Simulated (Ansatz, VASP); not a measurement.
**One calculation of SnSe2, two programs**

```
CELL_PARAMETERS angstrom
3.79998 0.00000 0.00000
-1.89999 3.29088 0.00000
0.00000 0.00000 5.89351
ATOMIC_POSITIONS crystal
Sn 0.00000 0.00000 0.00000
Se 0.33333 0.66667 0.26760
Se 0.66667 0.33333 0.73240
```

Alike in both runs: functional LDA; k mesh 12 × 12 × 6; occupations gaussian, width 0.01 eV; no spin polarisation.

Ansatz relaxed the structure, and its values are those at the end. VASP's run is a single point on that final structure, the one shown.

```csv
,VASP,Ansatz
version,VASP 6.6.1,Ansatz 0.2.0
potentials or method,"VASP PAW LDA potentials, release 64 (Sn_d, Se), cutoff 520 eV","scalar-relativistic, plane waves, PAW"
valence electrons in the cell,26,46
```

```csv
,VASP,Ansatz,Ansatz less VASP
gap on the k mesh at the Fermi level (eV),0.18,0.17,-0.010
least direct gap on the mesh (eV),0.70,0.68,-0.014
pressure (GPa),0.2,0.0,-0.17
rms of the force components (eV/Å),0.011,0.000,-0.0111
```

LDA's correlation is that of Perdew and Zunger in VASP and of Perdew and Wang (1992) in Ansatz. VASP's potentials hold 26 valence electrons a cell and Ansatz's 46, so a difference there can come from the potentials and not from the codes.
